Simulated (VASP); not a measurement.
B: single point with PBE

B:

```
B
1.0
     0.85598   -1.48260    0.00000
     0.85598    1.48260    0.00000
     0.00000    0.00000    4.00015
B
1
Direct
  0.00000 0.00000 0.00000
```

This isn't the form of B at room conditions, which is rhombohedral.

```
Program             : VASP 6.6.1
Task                : single point
Functional          : PBE
Potentials or basis : VASP PAW PBE potentials, release 64 (B)
Cutoff              : 520 eV
k mesh              : 36 × 36 × 16
Occupations         : gaussian, width 0.1 eV
Spin                : no spin polarisation
```

```yaml
Pressure: -0.1 GPa
Band_gap_on_the_k_mesh: zero (an odd number of electrons rules out a gap without spin polarisation)
```

Levels at points of the mesh, in eV from the Fermi level:
| k point | band 1 | band 2 | band 3 | band 4 | band 5 | band 6 | band 7 |
| --- | --- | --- | --- | --- | --- | --- | --- |
| (0.00, 0.00, 0.00) | -17.06 | -7.10 | 2.02 | 20.88 | 24.53 | 24.53 | 26.11 |
| (0.50, 0.00, 0.00) | -8.76 | 1.15 | 5.94 | 13.72 | 15.89 | 17.84 | 19.24 |
| (0.00, 0.00, 0.50) | -16.91 | -8.22 | 7.14 | 10.84 | 24.54 | 24.54 | 38.90 |
| (0.50, 0.00, 0.50) | -8.73 | 1.35 | 5.38 | 11.68 | 15.89 | 22.18 | 25.64 |

Run time: 47 s on 1 thread of Intel(R) Xeon(R) Platinum 8375C CPU @ 2.90GHz (Ice Lake), on a shared host, peak memory 0.18 GiB.
